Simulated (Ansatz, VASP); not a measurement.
## One calculation of SiC, two programs

The input INCAR:

```
SYSTEM = SiC
ALGO = Normal ; DIPOL = 0.5 0.5 0.500
EDIFF = 1E-6 ; ENCUT = 520
GGA = PE ; IDIPOL = 3
ISIF = 2 ; ISMEAR = -1
LASPH = .True. ; LCHARG = .False.
LDIPOL = .True. ; LREAL = .False.
LWAVE = .False. ; NBANDS = 26
NELM = 100 ; PREC = Accurate
SIGMA = 0.02
```

File KPOINTS:

```
k-points
0
Gamma
  8 5 1
  0 0 0
```

POSCAR

```
SiC
1.0
    3.0919181385      0.0000000000      0.0000000000
    0.0000000000      5.0742764952      0.0000000000
    0.0000000000      0.0000000000     19.5702000000
Si C
4 4
Direct
    0.0000000000      0.5856641283      0.4235022034
    0.5000000000      0.0587440860      0.4473240243
    0.5000000000      0.5587589973      0.5526756714
    0.0000000000      0.0856814390      0.5764966986
    0.0000000000      0.9272255522      0.4130448564
    0.5000000000      0.4283349515      0.4512284608
    0.5000000000      0.9283465133      0.5487711344
    0.0000000000      0.4272443323      0.5869569508
```

Input for Ansatz:

```yaml
crystal:
  lattice:
    - [3.0919181385, 0.0, 0.0]
    - [0.0, 5.0742764952, 0.0]
    - [0.0, 0.0, 19.5702]
  atoms:
    - { symbol: Si, position: [0.0, 0.5856641283, 0.4235022034] }
    - { symbol: C, position: [0.0, 0.9272255522, 0.4130448564] }
    - { symbol: Si, position: [0.5, 0.058744086, 0.4473240243] }
    - { symbol: C, position: [0.5, 0.4283349515, 0.4512284608] }
    - { symbol: Si, position: [0.5, 0.5587589973, 0.5526756714] }
    - { symbol: C, position: [0.5, 0.9283465133, 0.5487711344] }
    - { symbol: Si, position: [0.0, 0.085681439, 0.5764966986] }
    - { symbol: C, position: [0.0, 0.4272443323, 0.5869569508] }
kpoints:
  mp_grid: { grid: [8, 5, 1] }
scf:
  occupations: { method: fermi_dirac, width: 0.02 }
hamiltonian:
  xc: pbe
  pseudopotentials: { kind: all_electron, lapw: { basis_error: 0.001 } }
output:
  forces: true
  stress: true
  eigenvalues: true
efield:
  axis: 3
  amplitude: 0
  dipole_correction: true
```

Alike in both runs: task single point; functional PBE; k mesh 8 × 5 × 1; occupations fermi-dirac, width 0.02 eV; no spin polarisation.

|  | VASP | Ansatz |
| --- | --- | --- |
| version | VASP 6.6.1 | Ansatz 0.2.0 |
| potentials or method | VASP PAW PBE potentials, release 64 (Si, C), cutoff 520 eV | all-electron LAPW, scalar-relativistic |

Ansatz gave:

| Item | Value |
| --- | --- |
| gap on the k mesh at the Fermi level (eV) | 1.28 |
| rms of the force components (eV/Å) | 0.004 |

Task: What did VASP give for the same quantities?

Result: gap on the k mesh at the Fermi level (eV): 1.26; rms of the force components (eV/Å): 0.006.

Ansatz ran all-electron here, and VASP with PAW potentials.
